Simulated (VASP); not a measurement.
# ZnO (P6_3/mmc) in VASP: a series of runs

ZnO is run at these levels: r2SCAN, PBE; tasks: single point.

All numbers are computed with VASP 6.6.1; they aren't measurements. Logs are shortened: lines on timing, memory, paths and dates and some standing lists are left out, and cuts for length are marked.

### Step 1. The cell of the first run

Symmetry: P6_3/mmc, No. 194, hexagonal system. Conventional cell: a = 3.347 Å, b = 3.347 Å, c = 4.386 Å, α = 90.00°, β = 90.00°, γ = 120.00°. Within 2.6 Å of Zn (site symmetry -6m2) lie 5 O at 1.93 to 2.19 Å. Within 2.6 Å of O (site symmetry -6m2) lie 5 Zn at 1.93 to 2.19 Å.

### Step 2. Single point, r2SCAN (volume changed by -6%)

POSCAR

```
ZnO
1.0
    3.3467887072      0.0000000000      0.0000000000
   -1.6733943536      2.8984040415      0.0000000000
    0.0000000000      0.0000000000      4.3861631229
Zn O
2 2
Direct
    0.3333333333      0.6666666667      0.2500000000
    0.6666666667      0.3333333333      0.7500000000
    0.6666666667      0.3333333333      0.2500000000
    0.3333333333      0.6666666667      0.7500000000
```

INCAR.step1

```
  PREC = Accurate
  ENCUT = 520
  ISMEAR = 0
  SIGMA = 0.01
  LREAL = F
  LASPH = T
  NELM = 60
  NBANDS = 26
  GGA = PE
  ALGO = Normal
  EDIFF = 1E-4
  LWAVE = T
  LCHARG = F
```

INCAR.step2

```
  PREC = Accurate
  ENCUT = 520
  EDIFF = 1E-6
  ISMEAR = 0
  SIGMA = 0.01
  LREAL = F
  LASPH = T
  NELM = 60
  ALGO = Normal
  ISIF = 2
  LWAVE = F
  LCHARG = F
  METAGGA = R2SCAN
  LMIXTAU = T
  NBANDS = 26
  ISTART = 1
```

KPOINTS

```
regular mesh
0
Gamma
  9 9 6
```

Potentials or basis: VASP PAW PBE potentials, release 64 (Zn, O).

Command:

```console
cat potpaw_PBE.64/Zn/POTCAR potpaw_PBE.64/O/POTCAR > POTCAR
cp INCAR.step1 INCAR
mpirun -np 1 vasp_std > vasp.out
cp INCAR.step2 INCAR
mpirun -np 1 vasp_std > vasp.out
```

OUTCAR:

```text
PREC = Accurate
   ENCUT = 520
   EDIFF = 1E-6
   ISMEAR = 0
   LREAL = F
   LASPH = T
   NELM = 60
   ISIF = 2
   METAGGA = R2SCAN
   ISTART = 1

 ion  position               nearest neighbor table
   1  0.333  0.667  0.250-   3 1.93   3 1.93   3 1.93   4 2.19   4 2.19   2 2.92   2 2.92   2 2.92
                             2 2.92   2 2.92   2 2.92
   2  0.667  0.333  0.750-   4 1.93   4 1.93   4 1.93   3 2.19   3 2.19   1 2.92   1 2.92   1 2.92
                             1 2.92   1 2.92   1 2.92
   3  0.667  0.333  0.250-   1 1.93   1 1.93   1 1.93   2 2.19   2 2.19
   4  0.333  0.667  0.750-   2 1.93   2 1.93   2 1.93   1 2.19   1 2.19

  LATTYP: Found a hexagonal cell.
 ALAT       =     3.3467887072
 C/A-ratio  =     1.3105587196

  Lattice vectors:

 A1 = (   3.3467887072,   0.0000000000,   0.0000000000)
 A2 = (  -1.6733943536,   2.8984040415,   0.0000000000)
 A3 = (   0.0000000000,   0.0000000000,   4.3861631229)

Analysis of symmetry for initial positions (statically):
=====================================================================
 Subroutine PRICEL returns:
 Original cell was already a primitive cell.

 Routine SETGRP: Setting up the symmetry group for a
 hexagonal supercell.

 Subroutine GETGRP returns: Found 24 space group operations
 (whereof 12 operations were pure point group operations)
 out of a pool of 24 trial point group operations.

The static configuration has the point symmetry D_3d.
 The point group associated with its full space group is D_6h.

Analysis of symmetry for dynamics (positions and initial velocities):
=====================================================================
 Subroutine PRICEL returns:
 Original cell was already a primitive cell.

 Routine SETGRP: Setting up the symmetry group for a
 hexagonal supercell.

 Subroutine GETGRP returns: Found 24 space group operations
 (whereof 12 operations were pure point group operations)
 out of a pool of 24 trial point group operations.

The dynamic configuration has the point symmetry D_3d.
 The point group associated with its full space group is D_6h.

 Subroutine INISYM returns: Found 24 space group operations
 (whereof 12 operations are pure point group operations),
 and found     1 'primitive' translations

----------------------------------------------------------------------------------------

                                     Primitive cell
[... 94 lines left out ...]
   NELM   =     60;   NELMIN=  2; NELMDL=  0     # of ELM steps
   EDIFF  = 0.1E-05   stopping-criterion for ELM
   LREAL  =      F    real-space projection
   EDIFFG = 0.1E-04   stopping-criterion for IOM
   NSW    =      0    number of steps for IOM
   IBRION =     -1    ionic relax: 0-MD 1-quasi-New 2-CG
   NFREE  =      0    steps in history (QN), initial steepest desc. (CG)
   ISIF   =      2    stress and relaxation
   ISYM   =      2    0-nonsym 1-usesym 2-fastsym
   POTIM  = 0.5000    time-step for ionic-motion
   TEBEG  =    0.0;   TEEND  =   0.0 temperature during run
   PSTRESS=    0.0 pullay stress
   NELECT =      36.0000    total number of electrons
   NUPDOWN=      -1.0000    fix difference up-down
   EMIN   =  10.00;   EMAX   =-10.00  energy-range for DOS
   EFERMI =   0.00;   METHOD = LEGACY
   ISMEAR =     0;   SIGMA  =   0.01  broadening in eV -4-tet -1-fermi 0-gaus
   EFERMI_NEDOS =   21; number of points for ismear=-14 and -15
   IALGO  =     38    algorithm
   IMIX   =      4    mixing-type and parameters
     AMIX     =   0.40;   BMIX     =  1.00
     AMIX_MAG =   1.60;   BMIX_MAG =  1.00
  volume/ion in A,a.u.               =      10.64        71.78
  Fermi-wavevector in a.u.,A,eV,Ry     =   1.548407  2.926064 32.620823  2.397563
  Thomas-Fermi vector in A             =   2.653361
   LORBIT       =      0    0 simple, 1 ext, 2 COOP (PROOUT), +10 PAW based schemes
   METAGGA = R2SCAN    functional components
   LHFCALC =     F    Hartree Fock is set to
   AEXX    =    0.0000 exact exchange contribution
   IVDW    =     0    specifies the selected vdW correction
   LEPSILON=     F    determine dielectric tensor
   LRPA    =     F    only Hartree local field effects (RPA)
 non-spin polarized calculation
 Gauss-broadening in eV      SIGMA  =   0.01
  energy-cutoff  :      520.00
  volume of cell :       42.55
 maximum number of plane-waves:      1181
 NGX is ok and might be reduce to    28
   NGX = 13   NGY = 13   NGZ = 17

 number of electron      35.9999976 magnetization

 Free energy of the ion-electron system (eV)
  ---------------------------------------------------
  ext. energy  EPLUGINS =         0.00000000
  ---------------------------------------------------
  free energy    TOTEN  =       -35.96124564 eV

  energy without entropy =      -35.96124564  energy(sigma->0) =      -35.96124564

 E-fermi :   1.7570     XC(G=0): -12.3518

 val. band max:        1.6956474407   @ k =   0.0000   0.0000   0.0000
 cond. band min:       3.3406954694   @ k =   0.0000   0.0000   0.0000
 fundamental gap:      1.6450480287
 Fermi energy:         1.7570218646

 k-point     1 :       0.0000    0.0000    0.0000
  band No.  band energies     occupation
      1     -17.9446      2.00000
      2     -16.6407      2.00000
      3      -4.5251      2.00000
      4      -4.5250      2.00000
      5      -4.3762      2.00000
      6      -4.3761      2.00000
[... 685 lines left out ...]
     25      16.6754      0.00000
     26      17.1864      0.00000

 [... further k-points ...]

------------------------ aborting loop because EDIFF is reached ----------------------------------------

  FORCE on cell =-STRESS in cart. coord.  units (eV):
  Direction    XX          YY          ZZ          XY          YZ          ZX
  --------------------------------------------------------------------------------------
  -------------------------------------------------------------------------------------
  Total        3.6631802      3.6631802      2.8711336      0.0000000     -0.0000000     -0.0000000
  in kB      137.9421117    137.9421117    108.1165019      0.0000000     -0.0000000     -0.0000000
  external PRESSURE =     128.0002418 kB  Pullay stress =       0.0000000 kB

 VOLUME and BASIS-vectors are now :
 -----------------------------------------------------------------------------
  energy-cutoff  :      520.00
  volume of cell :       42.55
      direct lattice vectors                 reciprocal lattice vectors
     3.346788707  0.000000000  0.000000000     0.298793885  0.172508730  0.000000000
    -1.673394354  2.898404042  0.000000000     0.000000000  0.345017460  0.000000000
     0.000000000  0.000000000  4.386163123     0.000000000  0.000000000  0.227989697

 POSITION                                       TOTAL-FORCE (eV/Angst)
 -----------------------------------------------------------------------------------
     -0.00000      1.93227      1.09654        -0.000000      0.000000      0.000000
      1.67339      0.96613      3.28962         0.000000     -0.000000      0.000000
      1.67339      0.96613      1.09654        -0.000000      0.000000     -0.000000
     -0.00000      1.93227      3.28962         0.000000     -0.000000     -0.000000
 -----------------------------------------------------------------------------------
    total drift:                                0.000000     -0.000000      0.000000

  FREE ENERGIE OF THE ION-ELECTRON SYSTEM (eV)
  ---------------------------------------------------
  free  energy   TOTEN  =       -35.9612456354 eV

  energy  without entropy=      -35.9612456354  energy(sigma->0) =      -35.96124564
```

OUTCAR.step1:

```text
PREC = Accurate
   ENCUT = 520
   ISMEAR = 0
   LREAL = F
[... 930 lines left out ...]
     -0.00000      1.93227      1.09654        -0.000000      0.000000     -0.000000
      1.67339      0.96613      3.28962        -0.000000     -0.000000      0.000000
      1.67339      0.96613      1.09654        -0.000000      0.000000      0.000000
     -0.00000      1.93227      3.28962         0.000000     -0.000000      0.000000
 -----------------------------------------------------------------------------------
    total drift:                                0.000000     -0.000000      0.000000

  FREE ENERGIE OF THE ION-ELECTRON SYSTEM (eV)
  ---------------------------------------------------
  free  energy   TOTEN  =       -17.2996315087 eV

  energy  without entropy=      -17.2996315087  energy(sigma->0) =      -17.29963151
```

It took 2.9 min on 1 thread of Intel Xeon Platinum 8375C at 2.90GHz (Ice Lake), shared host; peak memory 0.19 GiB.

Results:

* Free energy: -35.9612 eV
* Pressure: 12.8 GPa
* Band gap on the k mesh: 1.65 eV, direct

Stress tensor (GPa, compression positive):
```
13.79  0.00  0.00
 0.00 13.79  0.00
 0.00  0.00 10.81
```

Levels at points of the mesh, in eV from the valence-band top:
```tsv
k point	band 14	band 15	band 16	band 17	band 18	band 19	band 20	band 21	band 22	band 23
(0.00, 0.00, 0.00)	-1.19	-0.78	-0.78	0.00	0.00	1.65	5.93	11.02	12.49	12.49
(0.00, 0.00, 0.50)	-2.23	-0.32	-0.32	-0.32	-0.32	5.09	5.09	12.65	12.65	12.65
```

Caveat: the PAW data sets were made with another functional, which shifts forces and pressure a little.

### Step 3. Single point, r2SCAN (volume changed by -3%)

POSCAR

```
ZnO
1.0
    3.3820206511      0.0000000000      0.0000000000
   -1.6910103256      2.9289157999      0.0000000000
    0.0000000000      0.0000000000      4.4323366542
Zn O
2 2
Direct
    0.3333333333      0.6666666667      0.2500000000
    0.6666666667      0.3333333333      0.7500000000
    0.6666666667      0.3333333333      0.2500000000
    0.3333333333      0.6666666667      0.7500000000
```

INCAR.step1

```
SYSTEM = ZnO
PREC = Accurate
ENCUT = 520
ISMEAR = 0
SIGMA = 0.01
LREAL = .False.
LASPH = .True.
NELM = 60
NBANDS = 26
GGA = PE
ALGO = Normal
EDIFF = 1E-4
LWAVE = .True.
LCHARG = .False.
```

INCAR.step2

```
SYSTEM = ZnO
PREC = Accurate
ENCUT = 520
EDIFF = 1E-6
ISMEAR = 0
SIGMA = 0.01
LREAL = .False.
LASPH = .True.
NELM = 60
ALGO = Normal
ISIF = 2
LWAVE = .False.
LCHARG = .False.
METAGGA = R2SCAN
LMIXTAU = .True.
NBANDS = 26
ISTART = 1
```

KPOINTS

```
Automatic mesh
0
Gamma
  9 9 6
  0 0 0
```

Potentials or basis: VASP PAW PBE potentials, release 64 (Zn, O).

Command:

```console
cat potpaw_PBE.64/Zn/POTCAR potpaw_PBE.64/O/POTCAR > POTCAR
cp INCAR.step1 INCAR
mpirun -np 1 vasp_std > vasp.out
cp INCAR.step2 INCAR
mpirun -np 1 vasp_std > vasp.out
```

Run time: 2.5 min. Hardware: 1 thread of Intel Xeon Platinum 8375C at 2.90GHz (Ice Lake), shared host; peak memory 0.19 GiB.

It converged, with:

```yaml
Free_energy: -36.0432 eV
Pressure: 6.5 GPa
Band_gap_on_the_k_mesh: 1.56 eV, indirect (least direct gap 1.58 eV)
```

Stress tensor (GPa, compression positive):
```
6.94 0.00 0.00
0.00 6.94 0.00
0.00 0.00 5.61
```

Levels at points of the mesh, in eV from the valence-band top:
```tsv
k point	band 16	band 17	band 18	band 19	band 20	band 21
(0.00, 0.00, 0.00)	-0.78	-0.01	-0.01	1.56	5.78	10.86
(0.00, 0.00, 0.50)	-0.33	-0.33	-0.33	4.97	4.97	12.53
```

Caveat: the PAW data sets were made with another functional, which shifts forces and pressure a little. A k mesh can miss the band edges.

(Continued in part 2 of 2.)
